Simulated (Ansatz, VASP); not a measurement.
## InP: VASP beside Ansatz

```xyz
2
Lattice="0.0000 2.9799 2.9799 2.9799 0.0000 2.9799 2.9799 2.9799 0.0000" Properties=species:S:1:pos:R:3 pbc="T T T"
In    0.0000    0.0000    0.0000
P     4.4698    4.4698    4.4698
```

Alike in both runs: functional PBE; k mesh 10 × 10 × 10; occupations gaussian, width 0.02 eV; no spin polarisation.

Ansatz relaxed the structure, and its values are those at the end. VASP's run is a single point on that final structure, the one shown.

|  | VASP | Ansatz |
| --- | --- | --- |
| version | VASP 6.6.1 | Ansatz 0.2.0 |
| potentials or method | VASP PAW PBE potentials, release 64 (In_d, P), cutoff 500 eV | scalar-relativistic, plane waves, PAW |
| valence electrons in the cell | 18 | 18 |

|  | VASP | Ansatz | Ansatz less VASP |
| --- | --- | --- | --- |
| gap on the k mesh at the Fermi level (eV) | 0.44 | 0.44 | +0.003 |
| least direct gap on the mesh (eV) | 0.44 | 0.44 | +0.003 |
| pressure (GPa) | -0.1 | 0.0 | +0.05 |
